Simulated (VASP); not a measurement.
# TiC2 (Fd-3m) in VASP: further runs

TiC2 is run at these levels: r2SCAN; tasks: single point, relaxation of cell and atoms.

All numbers are computed with VASP 6.6.1; they aren't measurements. Logs are shortened: lines on timing, memory, paths and dates and some standing lists are left out, and cuts for length are marked.

### Step 1. The cell of the first run

The structure is cubic, space group Fd-3m (No. 227). The conventional cell has a = 9.277 Å, b = 9.277 Å, c = 9.277 Å, α = 90.00°, β = 90.00°, γ = 90.00°. Ti (site symmetry -43m) has 4 C at 2.01 Å within 2.7 Å. C (site symmetry -3m) has 2 Ti at 2.01 Å within 2.7 Å.

### Step 2. Single point, r2SCAN

Input file POSCAR:

```
TiC2
1.0
    0.0000000000      4.6386345446      4.6386345446
    4.6386345446      0.0000000000      4.6386345446
    4.6386345446      4.6386345446      0.0000000000
Ti C
2 4
Direct
    0.5000000000      0.5000000000      0.5000000000
    0.7500000000      0.7500000000      0.7500000000
    0.6250000000      0.6250000000      0.6250000000
    0.1250000000      0.6250000000      0.6250000000
    0.6250000000      0.6250000000      0.1250000000
    0.6250000000      0.1250000000      0.6250000000
```

Input file INCAR.step1:

```
SYSTEM = TiC2
PREC = Accurate
ENCUT = 520
ISMEAR = 0
SIGMA = 0.1
LREAL = .False.
LASPH = .True.
NELM = 60
NBANDS = 29
GGA = PE
ALGO = Normal
EDIFF = 1E-4
LWAVE = .True.
LCHARG = .False.
```

Input file INCAR.step2:

```
SYSTEM = TiC2
PREC = Accurate
ENCUT = 520
EDIFF = 1E-6
ISMEAR = 0
SIGMA = 0.1
LREAL = .False.
LASPH = .True.
NELM = 60
ALGO = Normal
ISIF = 2
LWAVE = .False.
LCHARG = .False.
METAGGA = R2SCAN
LMIXTAU = .True.
NBANDS = 29
ISTART = 1
```

Input file KPOINTS:

```
regular mesh
0
Gamma
  4 4 4
  0 0 0
```

Potentials or basis: VASP PAW PBE potentials, release 64 (Ti_sv, C).

Run with:

```console
cat potpaw_PBE.64/Ti_sv/POTCAR potpaw_PBE.64/C/POTCAR > POTCAR
cp INCAR.step1 INCAR
mpirun -np 1 vasp_std > vasp.out
cp INCAR.step2 INCAR
mpirun -np 1 vasp_std > vasp.out
```

OUTCAR:

```text
SYSTEM = TiC2
   PREC = Accurate
   ENCUT = 520
   EDIFF = 1E-6
   ISMEAR = 0
   LREAL = .False.
   LASPH = .True.
   NELM = 60
   ISIF = 2
   METAGGA = R2SCAN
   ISTART = 1

 ion  position               nearest neighbor table
   1  0.500  0.500  0.500-   3 2.01   4 2.01   5 2.01   6 2.01
   2  0.750  0.750  0.750-   3 2.01   4 2.01   5 2.01   6 2.01
   3  0.625  0.625  0.625-   1 2.01   2 2.01
   4  0.125  0.625  0.625-   1 2.01   2 2.01
   5  0.625  0.625  0.125-   1 2.01   2 2.01
   6  0.625  0.125  0.625-   1 2.01   2 2.01

  LATTYP: Found a face centered cubic cell.
 ALAT       =     9.2772690892

  Lattice vectors:

 A1 = (   0.0000000000,   4.6386345446,   4.6386345446)
 A2 = (   4.6386345446,   0.0000000000,   4.6386345446)
 A3 = (   4.6386345446,   4.6386345446,   0.0000000000)

Analysis of symmetry for initial positions (statically):
=====================================================================
 Subroutine PRICEL returns:
 Original cell was already a primitive cell.

 Routine SETGRP: Setting up the symmetry group for a
 face centered cubic supercell.

 Subroutine GETGRP returns: Found 48 space group operations
 (whereof 24 operations were pure point group operations)
 out of a pool of 48 trial point group operations.

The static configuration has the point symmetry T_d .
 The point group associated with its full space group is O_h .

Analysis of symmetry for dynamics (positions and initial velocities):
=====================================================================
 Subroutine PRICEL returns:
 Original cell was already a primitive cell.

 Routine SETGRP: Setting up the symmetry group for a
 face centered cubic supercell.

 Subroutine GETGRP returns: Found 48 space group operations
 (whereof 24 operations were pure point group operations)
 out of a pool of 48 trial point group operations.

The dynamic configuration has the point symmetry T_d .
 The point group associated with its full space group is O_h .

 Subroutine INISYM returns: Found 48 space group operations
 (whereof 24 operations are pure point group operations),
 and found     1 'primitive' translations

----------------------------------------------------------------------------------------

                                     Primitive cell

  volume of cell :     199.6184

  direct lattice vectors                    reciprocal lattice vectors
     0.000000000  4.638634545  4.638634545    -0.107790341  0.107790341  0.107790341
     4.638634545  0.000000000  4.638634545     0.107790341 -0.107790341  0.107790341
     4.638634545  4.638634545  0.000000000     0.107790341  0.107790341 -0.107790341

  length of vectors
     6.560019884  6.560019884  6.560019884     0.186698347  0.186698347  0.186698347

  position of ions in fractional coordinates (direct lattice)
     0.500000000  0.500000000  0.500000000
     0.750000000  0.750000000  0.750000000
     0.625000000  0.625000000  0.625000000
     0.125000000  0.625000000  0.625000000
     0.625000000  0.625000000  0.125000000
     0.625000000  0.125000000  0.625000000

  ion indices of the primitive-cell ions
   primitive index   ion index
                 1           1
                 2           2
                 3           3
                 4           4
                 5           5
                 6           6

----------------------------------------------------------------------------------------

 KPOINTS: regular mesh

Automatic generation of k-mesh.
 Grid dimensions read from file:
 generate k-points for:    4    4    4

 Generating k-lattice:

  Cartesian coordinates                     Fractional coordinates (reciprocal lattice)
    -0.026947585  0.026947585  0.026947585     0.250000000  0.000000000  0.000000000
     0.026947585 -0.026947585  0.026947585     0.000000000  0.250000000  0.000000000
     0.026947585  0.026947585 -0.026947585     0.000000000  0.000000000  0.250000000

  Length of vectors
     0.046674587  0.046674587  0.046674587

  Shift w.r.t. Gamma in fractional coordinates (k-lattice)
     0.000000000  0.000000000  0.000000000

 Subroutine IBZKPT returns following result:
 ===========================================

 Found      8 irreducible k-points:

 Following reciprocal coordinates:
            Coordinates               Weight
  0.000000  0.000000  0.000000      1.000000
  0.250000  0.000000  0.000000      8.000000
  0.500000  0.000000  0.000000      4.000000
  0.250000  0.250000  0.000000      6.000000
  0.500000  0.250000  0.000000     24.000000
 -0.250000  0.250000  0.000000     12.000000
  0.500000  0.500000  0.000000      3.000000
 -0.250000  0.500000  0.250000      6.000000
   k-points           NKPTS =      8   k-points in BZ     NKDIM =      8   number of bands    NBANDS=     29
   number of dos      NEDOS =    301   number of ions     NIONS =      6
   total plane-waves  NPLWV = 125000
   dimension x,y,z NGX =    50 NGY =   50 NGZ =   50
   dimension x,y,z NGXF=   100 NGYF=  100 NGZF=  100
   ions per type =               2   4
   NGX,Y,Z   is equivalent  to a cutoff of  12.67, 12.67, 12.67 a.u.
   NGXF,Y,Z  is equivalent  to a cutoff of  25.34, 25.34, 25.34 a.u.
 SYSTEM =  TiC2
   PREC   = accura    normal or accurate (medium, high low for compatibility)
   ISTART =      1    job   : 0-new  1-cont  2-samecut
   ICHARG =      0    charge: 1-file 2-atom 10-const
   ISPIN  =      1    spin polarized calculation?
   LNONCOLLINEAR =      F non collinear calculations
   LSORBIT =      F    spin-orbit coupling
   LASPH  =      T    aspherical Exc in radial PAW
   ENCUT  =  520.0 eV  38.22 Ry    6.18 a.u.  12.20 12.20 12.20*2*pi/ulx,y,z
   NELM   =     60;   NELMIN=  2; NELMDL=  0     # of ELM steps
   EDIFF  = 0.1E-05   stopping-criterion for ELM
   LREAL  =      F    real-space projection
   EDIFFG = 0.1E-04   stopping-criterion for IOM
   NSW    =      0    number of steps for IOM
   IBRION =     -1    ionic relax: 0-MD 1-quasi-New 2-CG
   NFREE  =      0    steps in history (QN), initial steepest desc. (CG)
   ISIF   =      2    stress and relaxation
   ISYM   =      2    0-nonsym 1-usesym 2-fastsym
   POTIM  = 0.5000    time-step for ionic-motion
   TEBEG  =    0.0;   TEEND  =   0.0 temperature during run
   PSTRESS=    0.0 pullay stress
   NELECT =      40.0000    total number of electrons
   NUPDOWN=      -1.0000    fix difference up-down
   EMIN   =  10.00;   EMAX   =-10.00  energy-range for DOS
   EFERMI =   0.00;   METHOD = LEGACY
   ISMEAR =     0;   SIGMA  =   0.10  broadening in eV -4-tet -1-fermi 0-gaus
   EFERMI_NEDOS =   21; number of points for ismear=-14 and -15
   IALGO  =     38    algorithm
   IMIX   =      4    mixing-type and parameters
     AMIX     =   0.40;   BMIX     =  1.00
     AMIX_MAG =   1.60;   BMIX_MAG =  1.00
  volume/ion in A,a.u.               =      33.27       224.52
  Fermi-wavevector in a.u.,A,eV,Ry     =   0.957991  1.810340 12.486697  0.917746
  Thomas-Fermi vector in A             =   2.087058
   LORBIT       =      0    0 simple, 1 ext, 2 COOP (PROOUT), +10 PAW based schemes
   METAGGA = R2SCAN    functional components
   LHFCALC =     F    Hartree Fock is set to
   AEXX    =    0.0000 exact exchange contribution
   IVDW    =     0    specifies the selected vdW correction
   LEPSILON=     F    determine dielectric tensor
   LRPA    =     F    only Hartree local field effects (RPA)
 non-spin polarized calculation
 Gauss-broadening in eV      SIGMA  =   0.10
  energy-cutoff  :      520.00
  volume of cell :      199.62
 maximum number of plane-waves:      5410
 NGX is ok and might be reduce to    50
   NGX = 25   NGY = 25   NGZ = 25

 number of electron      40.0000006 magnetization

 Free energy of the ion-electron system (eV)
  ---------------------------------------------------
  ext. energy  EPLUGINS =         0.00000000
  ---------------------------------------------------
  free energy    TOTEN  =       -50.48090916 eV

  energy without entropy =      -50.41321404  energy(sigma->0) =      -50.44706160

 E-fermi :  -2.2832     XC(G=0):  -6.3166

 val. band max:       -2.2952375040   @ k =   0.5000   0.2500   0.0000
 cond. band min:      -2.2463785689   @ k =   0.5000   0.5000   0.0000
 fundamental gap:      0.0488589351
 Fermi energy:        -2.2831507782

 k-point     1 :       0.0000    0.0000    0.0000
  band No.  band energies     occupation
      1     -59.6070      2.00000
      2     -59.6065      2.00000
      3     -34.8855      2.00000
      4     -34.8855      2.00000
      5     -34.8855      2.00000
      6     -34.8755      2.00000
[... 21 lines left out ...]
     28       1.6159      0.00000
     29       1.6159      0.00000

 k-point     2 :       0.2500    0.0000    0.0000
  band No.  band energies     occupation
      1     -59.6069      2.00000
      2     -59.6065      2.00000
      3     -34.8861      2.00000
      4     -34.8861      2.00000
      5     -34.8854      2.00000
      6     -34.8756      2.00000
[... 21 lines left out ...]
     28       2.2091      0.00000
     29       2.2091      0.00000

 k-point     3 :       0.5000    0.0000    0.0000
  band No.  band energies     occupation
      1     -59.6069      2.00000
      2     -59.6066      2.00000
      3     -34.8867      2.00000
      4     -34.8867      2.00000
      5     -34.8853      2.00000
      6     -34.8758      2.00000
[... 21 lines left out ...]
     28       3.2689      0.00000
     29       3.2751      0.00000

 k-point     4 :       0.2500    0.2500    0.0000
  band No.  band energies     occupation
      1     -59.6069      2.00000
      2     -59.6066      2.00000
      3     -34.8868      2.00000
      4     -34.8868      2.00000
      5     -34.8841      2.00000
      6     -34.8770      2.00000
[... 21 lines left out ...]
     28       2.3601      0.00000
     29       2.3601      0.00000

 k-point     5 :       0.5000    0.2500    0.0000
  band No.  band energies     occupation
      1     -59.6068      2.00000
      2     -59.6067      2.00000
      3     -34.8876      2.00000
      4     -34.8872      2.00000
      5     -34.8830      2.00000
      6     -34.8781      2.00000
[... 21 lines left out ...]
     28       3.1592      0.00000
     29       3.2595      0.00000

 k-point     6 :      -0.2500    0.2500    0.0000
  band No.  band energies     occupation
      1     -59.6069      2.00000
      2     -59.6066      2.00000
      3     -34.8875      2.00000
      4     -34.8867      2.00000
      5     -34.8839      2.00000
      6     -34.8772      2.00000
[... 21 lines left out ...]
     28       2.4182      0.00000
     29       3.1921      0.00000

 k-point     7 :       0.5000    0.5000    0.0000
  band No.  band energies     occupation
      1     -59.6068      2.00000
      2     -59.6068      2.00000
      3     -34.8878      2.00000
      4     -34.8878      2.00000
      5     -34.8805      2.00000
      6     -34.8805      2.00000
[... 21 lines left out ...]
     28       3.1231      0.00000
     29       3.3730      0.00000

 k-point     8 :      -0.2500    0.5000    0.2500
  band No.  band energies     occupation
      1     -59.6067      2.00000
      2     -59.6067      2.00000
      3     -34.8878      2.00000
      4     -34.8878      2.00000
      5     -34.8805      2.00000
      6     -34.8805      2.00000
[... 21 lines left out ...]
     28       2.7036      0.00000
     29       3.5000      0.00000

------------------------ aborting loop because EDIFF is reached ----------------------------------------

  FORCE on cell =-STRESS in cart. coord.  units (eV):
  Direction    XX          YY          ZZ          XY          YZ          ZX
  --------------------------------------------------------------------------------------
  -------------------------------------------------------------------------------------
  Total       -0.2021680     -0.2021680     -0.2021680     -0.0000000      0.0000000     -0.0000000
  in kB       -1.6226412     -1.6226412     -1.6226412     -0.0000000      0.0000000     -0.0000000
  external PRESSURE =      -1.6226412 kB  Pullay stress =       0.0000000 kB

 VOLUME and BASIS-vectors are now :
 -----------------------------------------------------------------------------
  energy-cutoff  :      520.00
  volume of cell :      199.62
      direct lattice vectors                 reciprocal lattice vectors
     0.000000000  4.638634545  4.638634545    -0.107790341  0.107790341  0.107790341
     4.638634545  0.000000000  4.638634545     0.107790341 -0.107790341  0.107790341
     4.638634545  4.638634545  0.000000000     0.107790341  0.107790341 -0.107790341

 POSITION                                       TOTAL-FORCE (eV/Angst)
 -----------------------------------------------------------------------------------
      4.63863      4.63863      4.63863         0.000000      0.000000      0.000000
      6.95795      6.95795      6.95795         0.000000     -0.000000      0.000000
      5.79829      5.79829      5.79829        -0.000000      0.000000     -0.000000
      5.79829      3.47898      3.47898        -0.000000      0.000000     -0.000000
      3.47898      3.47898      5.79829        -0.000000      0.000000      0.000000
      3.47898      5.79829      3.47898        -0.000000      0.000000     -0.000000
 -----------------------------------------------------------------------------------
    total drift:                               -0.000000     -0.000000     -0.000000

  FREE ENERGIE OF THE ION-ELECTRON SYSTEM (eV)
  ---------------------------------------------------
  free  energy   TOTEN  =       -50.4809091588 eV

  energy  without entropy=      -50.4132140426  energy(sigma->0) =      -50.44706160
```

Wall time 9.8 min (1 thread of Intel Xeon Platinum 8375C at 2.90GHz (Ice Lake), shared host); peak memory 0.4 GiB.

Results:

| Item | Value |
| --- | --- |
| Free energy | -50.4809 eV |
| Pressure | -0.2 GPa |
| Band gap on the k mesh | zero (bands 20 and 21 overlap by 0.08 eV) |

Levels at points of the mesh, in eV from the Fermi level:
```csv
k point,band 16,band 17,band 18,band 19,band 20,band 21,band 22,band 23,band 24,band 25
"(0.00, 0.00, 0.00)",-1.03,-0.99,-0.99,-0.09,-0.09,-0.09,2.19,2.19,2.19,3.22
"(0.50, 0.00, 0.00)",-1.03,-0.67,-0.67,-0.51,-0.01,-0.01,0.90,0.90,2.20,3.54
"(0.50, 0.50, 0.00)",-0.89,-0.74,-0.74,-0.07,-0.07,0.04,0.04,1.40,1.40,3.88
```

Caveat: the PAW data sets were made with another functional, which shifts forces and pressure a little.

(Continued in part 2 of 2.)
